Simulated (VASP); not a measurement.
Set up this calculation in VASP 6.6.1, as the native input.

```yaml
Task: single point
Functional: PBE
Potentials_or_basis: VASP PAW PBE potentials, release 64 (Mg, O)
Cutoff: 520 eV
k_mesh: 6 × 6 × 6
Occupations: gaussian, width 0.05 eV
Spin: no spin polarisation
Dipole_correction: no
Further_INCAR_settings: ALGO = Normal; EDIFF = 1e-07; NBANDS = 16
```

The structure of MgO lies in POSCAR:

```
MgO
1.0
    3.4863778627      0.0000000000      0.0000000000
   -1.7431889314      3.0192917963      0.0000000000
    0.0000000000      0.0000000000      4.1780412200
Mg O
2 2
Direct
    0.6666666667      0.3333333333      0.7500000000
    0.3333333333      0.6666666667      0.2500000000
    0.6021297723      0.3333333333      0.2500000000
    0.3333333333      0.6666666667      0.7500000000
```

This cell differs from its parent crystal: atom 3 (O) moved by (-0.225, +0.000) A along x and z.

One way to write it, as run:

INCAR

```
SYSTEM = MgO
PREC = Accurate
ENCUT = 520
EDIFF = 1E-7
ISMEAR = 0
SIGMA = 0.05
LREAL = .False.
LASPH = .True.
NELM = 80
ALGO = Normal
ISIF = 2
LWAVE = .False.
LCHARG = .True.
GGA = PE
LELF = .True.
LVHAR = .True.
NBANDS = 16
```

KPOINTS

```
Automatic mesh
0
Gamma
  6 6 6
  0 0 0
```

Potentials or basis: VASP PAW PBE potentials, release 64 (Mg, O).

Command:

```sh
$ cat potpaw_PBE.64/Mg/POTCAR potpaw_PBE.64/O/POTCAR > POTCAR
$ mpirun -np 1 vasp_std > vasp.out
```

Results of the run:

```yaml
Pressure: 6.6 GPa
Largest_force: 2.884 eV/Å
Band_gap_on_the_k_mesh: 3.34 eV, direct
```

Caveat: the cell differs from its parent crystal (atom 3 (O) moved by (-0.225, +0.000) A along x and z); forces of over 1 eV/Å act on the atoms, so gaps and moduli don't describe the material at rest.

Wall time 55 s on 1 thread of Intel(R) Xeon(R) Platinum 8259CL CPU @ 2.50GHz (Skylake/Cascade Lake), on a shared host, peak memory 0.19 GiB.
